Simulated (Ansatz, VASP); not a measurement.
## One calculation of GaGe, two programs

```
Ga Ge
1.0
     0.00000    2.89784    2.98478
     2.89784    0.00000    2.98478
     2.89784    2.89784    0.00000
Ga Ge
1 1
Direct
  0.75000 0.75000 0.75000
  0.00000 0.00000 0.00000
```

Change from the starting cell: strain +0.000 along x and y, +0.030 along z, atoms carried along.

Alike in both runs: task single point; functional LDA; k mesh 14 × 14 × 14; occupations gaussian, width 0.15 eV; no spin polarisation.

|  | VASP | Ansatz |
| --- | --- | --- |
| version | VASP 6.6.1 | Ansatz 0.2.0 |
| potentials or method | VASP PAW LDA potentials, release 64 (Ga_d, Ge_d), cutoff 520 eV | scalar-relativistic, plane waves, PAW |
| valence electrons in the cell | 27 | 27 |

Ansatz gave:

| Quantity | Value |
| --- | --- |
| gap on the k mesh at the Fermi level (eV) | none |
| pressure (GPa) | -5.3 |
| traceless stress, the component that is largest in VASP (GPa) | -0.07 |

Task: What did VASP give for the same quantities?

Result: gap on the k mesh at the Fermi level (eV): none; pressure (GPa): -5.2; traceless stress, the component that is largest in VASP (GPa): -0.06.

LDA's correlation is that of Perdew and Zunger in VASP and of Perdew and Wang (1992) in Ansatz. A gap of «none» marks a metal or a gap that the smearing closes.
